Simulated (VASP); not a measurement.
Runs of VASP 6.6.1 on Rh. The structure is that of space group Fm-3m (No. 225), or close to it. The cells are those of the table. 

| cell | gap on the mesh (eV) | pressure (GPa) |
| --- | --- | --- |
| a = 2.660 Å, angles 60.0°, 1 atom | none | 16.3 |
| a = 2.754 Å, angles 60.0°, 1 atom | none | -11.1 |
| a = 2.610 Å, angles 60.0°, 1 atom | none | 38.1 |
| a = 2.708 Å, angles 60.0°, 1 atom | none | 0.5 |
| a = 2.635 Å, angles 60.0°, 1 atom | none | (b) |
| a = 2.684 Å, angles 60.0°, 1 atom | none | (a) |
| a = 2.731 Å, angles 60.0°, 1 atom | none | -5.8 |

Alike in all rows: task single point; level PBE; potentials or basis VASP PAW PBE potentials, release 64 (Rh_pv); no spin polarisation; k mesh 13 × 13 × 13; cutoff (eV) 500; smearing fermi-dirac 0.05 eV.

Fill in the values left out.

(a) 7.8; (b) 26.3.

A k mesh can miss the band edges, and the runs leave out spin-orbit coupling on Rh.

A gap of «none» marks levels without a gap at the run's occupations.
